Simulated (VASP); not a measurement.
# SrO: single point with PBE

Crystal: SrO.

```
CELL_PARAMETERS angstrom
3.48752 0.00000 0.00000
-1.74376 3.02028 0.00000
0.00000 0.00000 6.08656
ATOMIC_POSITIONS crystal
Sr 0.33333 0.66667 0.25000
Sr 0.66667 0.33333 0.75000
O 0.00000 0.00000 0.00000
O 0.00000 0.00000 0.50000
```

This cell differs from its parent crystal: the cell strained.

```yaml
Program: VASP 6.6.1
Task: single point
Functional: PBE
Potentials_or_basis: VASP PAW PBE potentials, release 64 (Sr_sv, O)
Cutoff: 520 eV
k_mesh: 9 × 9 × 4
Occupations: gaussian, width 0.05 eV
Spin: no spin polarisation
```

| Quantity | Value |
| --- | --- |
| Pressure | 8.1 GPa |
| Band gap on the k mesh | 3.09 eV (least direct gap 3.35 eV) |

Stress tensor (GPa, compression positive):
```
7.67 0.00 0.00
0.00 7.67 0.00
0.00 0.00 8.85
```

Levels at points of the mesh, in eV from the valence-band top:
| k point | band 14 | band 15 | band 16 | band 17 | band 18 | band 19 |
| --- | --- | --- | --- | --- | --- | --- |
| (0.00, 0.00, 0.00) | -0.89 | -0.89 | 0.00 | 3.42 | 5.16 | 5.18 |
| (0.00, 0.00, 0.50) | -1.05 | -1.05 | -1.05 | 4.97 | 4.97 | 6.18 |

Wall time 79 s on 1 thread of Intel(R) Xeon(R) 6975P-C (Granite Rapids) (shared host), peak memory 0.21 GiB.

Caveat: the cell differs from its parent crystal (the cell strained); the cell stands under pressure; an odd mesh through Γ misses points on the zone boundary, where band edges can lie.
